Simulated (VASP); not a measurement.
# Hf3H4C2 (P-6) in VASP: a series of runs

Hf3H4C2 is run at these levels: PBE; tasks: relaxation of cell and atoms.

Everything below comes from runs of VASP 6.6.1. Logs are shortened: lines on timing, memory, paths and dates and some standing lists are left out, and cuts for length are marked.

### Step 1. The cell of the first run

The structure is hexagonal, space group P-6 (No. 174). The conventional cell has a = 5.810 Å, b = 5.810 Å, c = 3.208 Å, α = 90.00°, β = 90.00°, γ = 120.00°. Within 2.5 Å of Hf (site symmetry m) lie 4 H at 1.92 to 2.48 Å and 3 C at 2.14 to 2.40 Å. Within 2.6 Å of H (site symmetry m) lie 2 Hf at 1.92 Å and 3 H at 1.96 to 2.34 Å and 3 C at 1.96 to 2.57 Å. H (site symmetry -6) has 5 H at 2.34 to 3.21 Å and 6 Hf at 2.48 Å and 3 C at 3.35 Å within 3.4 Å. Within 2.6 Å of C (site symmetry -6) lie 6 H at 1.96 Å and 3 Hf at 2.14 Å. Within 3.4 Å of C (site symmetry -6) lie 6 Hf at 2.40 Å and 9 H at 2.57 to 3.37 Å and 2 C at 3.21 Å.

The cell was generated, and may not be a known phase.

### Step 2. Relaxation of cell and atoms, PBE

INCAR

```
SYSTEM = Hf3H4C2
PREC = Accurate
ENCUT = 600
EDIFF = 1E-6
ISMEAR = 0
SIGMA = 0.01
LREAL = .False.
LASPH = .True.
NELM = 60
ALGO = Normal
ISIF = 3
LWAVE = .False.
LCHARG = .False.
GGA = PE
IBRION = 2
NSW = 100
EDIFFG = -0.01
```

KPOINTS

```
regular mesh
0
Gamma
  6 6 12
  0 0 0
```

POSCAR

```
Hf3H4C2
1.0
    5.8102432002      0.0000000000      0.0000000000
   -2.9051216001      5.0318182135      0.0000000000
    0.0000000000      0.0000000000      3.2077388807
Hf H C
3 4 2
Direct
    0.9880895114      0.6256365022      0.5000000000
    0.3743634978      0.3624530093      0.5000000000
    0.6375469907      0.0119104886      0.5000000000
    0.7907609190      0.9655550734      0.0000000000
    0.0344449266      0.8252058456      0.0000000000
    0.1747941544      0.2092390810      0.0000000000
    0.3333333333      0.6666666667      0.0000000000
    0.0000000000      0.0000000000      0.5000000000
    0.6666666667      0.3333333333      0.0000000000
```

Potentials or basis: VASP PAW PBE potentials, release 64 (Hf_pv, H, C).

Launch:

```sh
$ cat potpaw_PBE.64/Hf_pv/POTCAR potpaw_PBE.64/H/POTCAR potpaw_PBE.64/C/POTCAR > POTCAR
$ mpirun -np 1 vasp_std > vasp.out
```

OUTCAR:

```text
SYSTEM = Hf3H4C2
   PREC = Accurate
   ENCUT = 600
   EDIFF = 1E-6
   ISMEAR = 0
   LREAL = .False.
   LASPH = .True.
   NELM = 60
   ISIF = 3
   GGA = PE
   IBRION = 2
   NSW = 100
   EDIFFG = -0.01

 ion  position               nearest neighbor table
   1  0.988  0.626  0.500-   5 1.92   5 1.92   8 2.14   9 2.40   9 2.40   3 3.10   2 3.10   3 3.29
                             2 3.29   2 3.71   3 3.71
   2  0.374  0.362  0.500-   6 1.92   6 1.92   8 2.14   9 2.40   9 2.40   3 3.10   1 3.10   3 3.29
                             1 3.29   1 3.71   3 3.71
   3  0.638  0.012  0.500-   4 1.92   4 1.92   8 2.14   9 2.40   9 2.40   1 3.10   2 3.10   2 3.29
                             1 3.29   1 3.71   2 3.71
   4  0.791  0.966  0.000-   3 1.92   3 1.92
   5  0.034  0.825  0.000-   1 1.92   1 1.92
   6  0.175  0.209  0.000-   2 1.92   2 1.92
   7  0.333  0.667  0.000-
   8  0.000  0.000  0.500-   1 2.14   2 2.14   3 2.14
   9  0.667  0.333  0.000-   3 2.40   3 2.40   1 2.40   1 2.40   2 2.40   2 2.40

  LATTYP: Found a hexagonal cell.
 ALAT       =     5.8102432002
 C/A-ratio  =     0.5520834103

  Lattice vectors:

 A1 = (   5.8102432002,   0.0000000000,   0.0000000000)
 A2 = (  -2.9051216001,   5.0318182135,   0.0000000000)
 A3 = (   0.0000000000,   0.0000000000,   3.2077388807)

Analysis of symmetry for initial positions (statically):
=====================================================================
 Subroutine PRICEL returns:
 Original cell was already a primitive cell.

 Routine SETGRP: Setting up the symmetry group for a
 hexagonal supercell.

 Subroutine GETGRP returns: Found  6 space group operations
 (whereof  6 operations were pure point group operations)
 out of a pool of 24 trial point group operations.

The static configuration has the point symmetry C_3h.

Analysis of symmetry for dynamics (positions and initial velocities):
=====================================================================
 Subroutine PRICEL returns:
 Original cell was already a primitive cell.

 Routine SETGRP: Setting up the symmetry group for a
 hexagonal supercell.

 Subroutine GETGRP returns: Found  6 space group operations
 (whereof  6 operations were pure point group operations)
 out of a pool of 24 trial point group operations.

The dynamic configuration has the point symmetry C_3h.

 Subroutine INISYM returns: Found  6 space group operations
 (whereof  6 operations are pure point group operations),
 and found     1 'primitive' translations

----------------------------------------------------------------------------------------

                                     Primitive cell

  volume of cell :      93.7817

  direct lattice vectors                    reciprocal lattice vectors
     5.810243200  0.000000000  0.000000000     0.172109835  0.099367660  0.000000000
    -2.905121600  5.031818214  0.000000000     0.000000000  0.198735319  0.000000000
     0.000000000  0.000000000  3.207738881     0.000000000  0.000000000  0.311746073

  length of vectors
     5.810243200  5.810243200  3.207738881     0.198735319  0.198735319  0.311746073

  position of ions in fractional coordinates (direct lattice)
     0.988089511  0.625636502  0.500000000
     0.374363498  0.362453009  0.500000000
     0.637546991  0.011910489  0.500000000
     0.790760919  0.965555073  0.000000000
     0.034444927  0.825205846  0.000000000
     0.174794154  0.209239081  0.000000000
     0.333333333  0.666666667  0.000000000
     0.000000000  0.000000000  0.500000000
     0.666666667  0.333333333  0.000000000

  ion indices of the primitive-cell ions
   primitive index   ion index
                 1           1
                 2           2
                 3           3
                 4           4
                 5           5
                 6           6
                 7           7
                 8           8
                 9           9

----------------------------------------------------------------------------------------

 KPOINTS: regular mesh

Automatic generation of k-mesh.
 Grid dimensions read from file:
 generate k-points for:    6    6   12

 Generating k-lattice:

  Cartesian coordinates                     Fractional coordinates (reciprocal lattice)
     0.028684973  0.016561277  0.000000000     0.166666667  0.000000000  0.000000000
     0.000000000  0.033122553  0.000000000     0.000000000  0.166666667  0.000000000
     0.000000000  0.000000000  0.025978839     0.000000000  0.000000000  0.083333333

  Length of vectors
     0.033122553  0.033122553  0.025978839

  Shift w.r.t. Gamma in fractional coordinates (k-lattice)
     0.000000000  0.000000000  0.000000000

 Subroutine IBZKPT returns following result:
 ===========================================

 Found     56 irreducible k-points:

 Following reciprocal coordinates:
            Coordinates               Weight
  0.000000  0.000000  0.000000      1.000000
  0.166667  0.000000  0.000000      6.000000
  0.333333  0.000000  0.000000      6.000000
  0.500000  0.000000  0.000000      3.000000
  0.166667  0.166667  0.000000      6.000000
  0.333333  0.166667  0.000000      6.000000
[... 16 lines left out ...]
 -0.333333  0.500000 -0.166667     12.000000
  0.333333  0.333333  0.166667      4.000000
 [... further k-points ...]
   k-points           NKPTS =     56   k-points in BZ     NKDIM =     56   number of bands    NBANDS=     26
   number of dos      NEDOS =    301   number of ions     NIONS =      9
   total plane-waves  NPLWV =  64512
   dimension x,y,z NGX =    48 NGY =   48 NGZ =   28
   dimension x,y,z NGXF=    96 NGYF=   96 NGZF=   56
   ions per type =               3   4   2
   NGX,Y,Z   is equivalent  to a cutoff of  13.73, 13.73, 14.51 a.u.
   NGXF,Y,Z  is equivalent  to a cutoff of  27.47, 27.47, 29.02 a.u.
 SYSTEM =  Hf3H4C2
   PREC   = accura    normal or accurate (medium, high low for compatibility)
   ISTART =      0    job   : 0-new  1-cont  2-samecut
   ICHARG =      2    charge: 1-file 2-atom 10-const
   ISPIN  =      1    spin polarized calculation?
   LNONCOLLINEAR =      F non collinear calculations
   LSORBIT =      F    spin-orbit coupling
   LASPH  =      T    aspherical Exc in radial PAW
   ENCUT  =  600.0 eV  44.10 Ry    6.64 a.u.  11.60 11.60  6.41*2*pi/ulx,y,z
   NELM   =     60;   NELMIN=  2; NELMDL= -5     # of ELM steps
   EDIFF  = 0.1E-05   stopping-criterion for ELM
   LREAL  =      F    real-space projection
   EDIFFG = -.1E-01   stopping-criterion for IOM
   NSW    =    100    number of steps for IOM
   IBRION =      2    ionic relax: 0-MD 1-quasi-New 2-CG
   NFREE  =      1    steps in history (QN), initial steepest desc. (CG)
   ISIF   =      3    stress and relaxation
   ISYM   =      2    0-nonsym 1-usesym 2-fastsym
   POTIM  = 0.5000    time-step for ionic-motion
   TEBEG  =    0.0;   TEEND  =   0.0 temperature during run
   PSTRESS=    0.0 pullay stress
   NELECT =      42.0000    total number of electrons
   NUPDOWN=      -1.0000    fix difference up-down
   EMIN   =  10.00;   EMAX   =-10.00  energy-range for DOS
   EFERMI =   0.00;   METHOD = LEGACY
   ISMEAR =     0;   SIGMA  =   0.01  broadening in eV -4-tet -1-fermi 0-gaus
   EFERMI_NEDOS =   21; number of points for ismear=-14 and -15
   IALGO  =     38    algorithm
   IMIX   =      4    mixing-type and parameters
     AMIX     =   0.40;   BMIX     =  1.00
     AMIX_MAG =   1.60;   BMIX_MAG =  1.00
  volume/ion in A,a.u.               =      10.42        70.32
  Fermi-wavevector in a.u.,A,eV,Ry     =   1.252521  2.366922 21.344956  1.568810
  Thomas-Fermi vector in A             =   2.386418
   LORBIT       =      0    0 simple, 1 ext, 2 COOP (PROOUT), +10 PAW based schemes
   GGA     = PE    functional components
   LHFCALC =     F    Hartree Fock is set to
   AEXX    =    0.0000 exact exchange contribution
   IVDW    =     0    specifies the selected vdW correction
   LEPSILON=     F    determine dielectric tensor
   LRPA    =     F    only Hartree local field effects (RPA)
 conjugate gradient relaxation of ions
 non-spin polarized calculation
 Gauss-broadening in eV      SIGMA  =   0.01
  energy-cutoff  :      600.00
  volume of cell :       93.78
 maximum number of plane-waves:      3163
 NGX is ok and might be reduce to    48
   NGX = 23   NGY = 23   NGZ = 13

--------------------------------------- Ionic step        1  -------------------------------------------

 number of electron      42.0000005 magnetization

 Free energy of the ion-electron system (eV)
  ---------------------------------------------------
  ext. energy  EPLUGINS =         0.00000000
  ---------------------------------------------------
  free energy    TOTEN  =       -60.40445744 eV

  energy without entropy =      -60.40432699  energy(sigma->0) =      -60.40439221

------------------------ aborting loop because EDIFF is reached ----------------------------------------

  FORCE on cell =-STRESS in cart. coord.  units (eV):
  Direction    XX          YY          ZZ          XY          YZ          ZX
  --------------------------------------------------------------------------------------
  -------------------------------------------------------------------------------------
  Total       -0.3161231     -0.3161231     -0.1865544      0.0000004     -0.0000000     -0.0000000
  in kB       -5.4006815     -5.4006815     -3.1871164      0.0000074     -0.0000000     -0.0000000
  external PRESSURE =      -4.6628265 kB  Pullay stress =       0.0000000 kB
[... 110 lines left out ...]
  FREE ENERGIE OF THE ION-ELECTRON SYSTEM (eV)
  ---------------------------------------------------
  free  energy   TOTEN  =       -60.4052781421 eV

  energy  without entropy=      -60.4051344540  energy(sigma->0) =      -60.40520630

[... ionic steps 4 to 9 ...]

--------------------------------------- Ionic step       10  -------------------------------------------

 number of electron      42.0000004 magnetization

------------------------ aborting loop because EDIFF is reached ----------------------------------------

  FORCE on cell =-STRESS in cart. coord.  units (eV):
  Direction    XX          YY          ZZ          XY          YZ          ZX
  --------------------------------------------------------------------------------------
  -------------------------------------------------------------------------------------
  Total        0.0253285      0.0253285     -0.0054168      0.0000004      0.0000000      0.0000000
  in kB        0.4339267      0.4339267     -0.0927998      0.0000063      0.0000000      0.0000000
  external PRESSURE =       0.2583512 kB  Pullay stress =       0.0000000 kB
[... 71 lines left out ...]
  energy  without entropy=      -60.4055216698  energy(sigma->0) =      -60.40559216

--------------------------------------- Ionic step       12  -------------------------------------------

 number of electron      42.0000004 magnetization

 Free energy of the ion-electron system (eV)
  ---------------------------------------------------
  ext. energy  EPLUGINS =         0.00000000
  ---------------------------------------------------
  free energy    TOTEN  =       -60.40568355 eV

  energy without entropy =      -60.40554241  energy(sigma->0) =      -60.40561298

 E-fermi :   4.7544     XC(G=0): -11.1936

 val. band max:        4.7468430147   @ k =   0.5000   0.0000   0.5000
 cond. band min:       4.7618363410   @ k =   0.3333   0.0000   0.3333
 fundamental gap:      0.0149933263
 Fermi energy:         4.7544482986

 k-point     1 :       0.0000    0.0000    0.0000
  band No.  band energies     occupation
      1     -26.2363      2.00000
      2     -26.0840      2.00000
      3     -26.0840      2.00000
      4     -25.9629      2.00000
      5     -25.7199      2.00000
      6     -25.7199      2.00000
[... 685 lines left out ...]
     25       7.0802      0.00000
     26       7.6019      0.00000

 [... further k-points ...]
[... 5 lines left out ...]
  --------------------------------------------------------------------------------------
  -------------------------------------------------------------------------------------
  Total        0.0013424      0.0013424     -0.0118580      0.0000003     -0.0000000     -0.0000000
  in kB        0.0230006      0.0230006     -0.2031799      0.0000053     -0.0000000     -0.0000000
  external PRESSURE =      -0.0523929 kB  Pullay stress =       0.0000000 kB
[... 24 lines left out ...]
  FREE ENERGIE OF THE ION-ELECTRON SYSTEM (eV)
  ---------------------------------------------------
  free  energy   TOTEN  =       -60.4056835517 eV

  energy  without entropy=      -60.4055424092  energy(sigma->0) =      -60.40561298

 reached required accuracy - stopping structural energy minimisation
```

Run time: 6.8 min. Hardware: 1 thread of Intel Xeon 6975P-C (Granite Rapids), shared host; peak memory 0.36 GiB.

What came out:

```yaml
Free_energy: -60.4057 eV
Relaxed_volume: 10.39 Å³/atom
Relaxed_cell: a = 5.804 Å, b = 5.804 Å, c = 3.205 Å, α = 90.00°, β = 90.00°, γ = 120.00°
Space_group_after_relaxing_to_0.1_Å: P-6 (No. 174)
Energy_gained_by_relaxing: 0.1 meV/atom
Ionic_steps: 12
Pressure_after_relaxing: 0.0 GPa
Largest_force_after_relaxing: 0.008 eV/Å
Band_gap_on_the_k_mesh: zero (bands 21 and 22 overlap by 0.37 eV)
```

Forces in eV/Å, atoms in the order of the input:
```
Hf  -0.002  0.001  0.000
Hf   0.000 -0.002  0.000
Hf   0.002  0.001  0.000
H   -0.008 -0.002  0.000
H    0.006 -0.006  0.000
H    0.002  0.008  0.000
H    0.000  0.000  0.000
C    0.000  0.000  0.000
C    0.000  0.000  0.000
```

The path:
```tsv
step	energy change (eV)	largest force (eV/Å)	pressure (GPa)	volume (Å³)
1	0.0000	0.0812	-0.47	93.78
2	-0.0007	0.0264	0.32	93.37
3	-0.0008	0.0249	0.10	93.49
4	-0.0009	0.0180	0.02	93.53
5	-0.0009	0.0176	-0.01	93.56
6	-0.0010	0.0131	-0.03	93.58
7	-0.0011	0.0101	-0.06	93.61
8	-0.0011	0.0124	0.00	93.56
9	-0.0011	0.0184	0.06	93.52
10	-0.0012	0.0101	0.03	93.52
11	-0.0012	0.0116	-0.02	93.52
12	-0.0012	0.0082	-0.01	93.51
```

Final structure:
```yaml
crystal:
  lattice:
    - [5.80444, 0.00000, 0.00000]
    - [-2.90222, 5.02679, 0.00000]
    - [0.00000, 0.00000, 3.20471]
  atoms:
    - { symbol: Hf, position: [0.98746, 0.62553, 0.50000] }
    - { symbol: Hf, position: [0.37447, 0.36193, 0.50000] }
    - { symbol: Hf, position: [0.63807, 0.01254, 0.50000] }
    - { symbol: H, position: [0.79028, 0.96326, 0.00000] }
    - { symbol: H, position: [0.03674, 0.82702, 0.00000] }
    - { symbol: H, position: [0.17298, 0.20972, 0.00000] }
    - { symbol: H, position: [0.33333, 0.66667, 0.00000] }
    - { symbol: C, position: [0.00000, 0.00000, 0.50000] }
    - { symbol: C, position: [0.66667, 0.33333, 0.00000] }
```

Caveat: spin-orbit coupling is left out, which moves the levels of the heavy elements.

### Step 3. Relaxation of cell and atoms, PBE

INCAR

```
SYSTEM = Hf3H4C2
PREC = Accurate ; ENCUT = 600
EDIFF = 1E-7 ; ISMEAR = 0
SIGMA = 0.1 ; LREAL = .False.
LASPH = .True. ; NELM = 100
ALGO = Normal ; ISIF = 3
LWAVE = .False. ; LCHARG = .False.
GGA = PE ; IBRION = 2
NSW = 100 ; EDIFFG = -0.01
```

KPOINTS is that of step 2.

POSCAR

```
Hf3H4C2
1.0
    5.8099278787      0.0000000000      0.0000000000
   -2.9049639393      5.0315451371      0.0000000000
    0.0000000000      0.0000000000      3.2093219645
Hf H C
3 4 2
Direct
    0.9875096393      0.6257745563      0.5000000000
    0.3742254437      0.3617350830      0.5000000000
    0.6382649170      0.0124903607      0.5000000000
    0.7905181764      0.9644540719      0.0000000000
    0.0355459281      0.8260641045      0.0000000000
    0.1739358955      0.2094818236      0.0000000000
    0.3333333333      0.6666666667      0.0000000000
    0.0000000000      0.0000000000      0.5000000000
    0.6666666667      0.3333333333      0.0000000000
```

Potentials or basis: VASP PAW PBE potentials, release 64 (Hf_pv, H, C).

Launch:

```sh
$ cat potpaw_PBE.64/Hf_pv/POTCAR potpaw_PBE.64/H/POTCAR potpaw_PBE.64/C/POTCAR > POTCAR
$ mpirun -np 1 vasp_std > vasp.out
```

It took 4.4 min on 1 thread of Intel Xeon 6975P-C (Granite Rapids), shared host; peak memory 0.35 GiB.

The run converged. Its results:

| Property | Result |
| --- | --- |
| Free energy | -60.4105 eV |
| Relaxed volume | 10.40 Å³/atom |
| Relaxed cell | a = 5.806 Å, b = 5.806 Å, c = 3.205 Å, α = 90.00°, β = 90.00°, γ = 120.00° |
| Space group after relaxing (to 0.1 Å) | P-6 (No. 174) |
| Energy gained by relaxing | 0.1 meV/atom |
| Ionic steps | 5 |
| Pressure after relaxing | 0.0 GPa |
| Largest force after relaxing | 0.010 eV/Å |
| Band gap on the k mesh | zero (bands 21 and 22 overlap by 0.37 eV) |

Forces on the atoms (eV/Å):
```
Hf   0.004  0.008  0.000
Hf  -0.008  0.000  0.000
Hf   0.005 -0.007  0.000
H    0.005 -0.009  0.000
H    0.005  0.008  0.000
H   -0.010  0.000  0.000
H    0.000  0.000  0.000
C    0.000  0.000  0.000
C    0.000  0.000  0.000
```

The path:
```
step  energy change (eV)  largest force (eV/Å)  pressure (GPa)  volume (Å³)
   1              0.0000                0.0417           -0.38        93.82
   2             -0.0004                0.0259            0.20        93.48
   3             -0.0004                0.0197            0.04        93.57
   4             -0.0005                0.0103            0.00        93.58
   5             -0.0005                0.0098           -0.01        93.58
```

Final structure:
```cif
data_structure
_symmetry_space_group_name_H-M 'P 1'
_symmetry_Int_Tables_number 1
_cell_length_a 5.8064
_cell_length_b 5.8064
_cell_length_c 3.2050
_cell_angle_alpha 90.000
_cell_angle_beta 90.000
_cell_angle_gamma 120.000
_cell_volume 93.58
loop_
_atom_site_label
_atom_site_type_symbol
_atom_site_fract_x
_atom_site_fract_y
_atom_site_fract_z
_atom_site_occupancy
Hf1 Hf 0.98714 0.62537 0.50000 1
Hf2 Hf 0.37463 0.36177 0.50000 1
Hf3 Hf 0.63823 0.01286 0.50000 1
H1 H 0.79049 0.96427 0.00000 1
H2 H 0.03573 0.82622 0.00000 1
H3 H 0.17378 0.20951 0.00000 1
H4 H 0.33333 0.66667 0.00000 1
C1 C 0.00000 0.00000 0.50000 1
C2 C 0.66667 0.33333 0.00000 1
```

Levels at points of the mesh, in eV from the Fermi level:
```csv
k point,band 17,band 18,band 19,band 20,band 21,band 22,band 23,band 24,band 25,band 26
"(0.00, 0.00, 0.00)",-3.49,-2.13,-1.47,-1.47,-0.64,0.93,0.93,1.51,2.42,2.42
"(0.50, 0.00, 0.00)",-2.40,-2.09,-1.90,-1.46,-0.97,0.10,0.81,2.41,2.55,3.33
"(0.00, 0.00, 0.50)",-2.43,-2.43,-1.94,-1.94,-0.93,0.55,0.55,1.91,1.91,2.22
"(0.50, 0.00, 0.50)",-3.10,-2.78,-2.38,-2.21,-1.07,-0.02,1.32,1.77,2.08,2.65
```

Caveat: spin-orbit coupling is left out, which moves the levels of the heavy elements.

The gap in the log of VASP goes by the Fermi energy; the results here count the filled bands.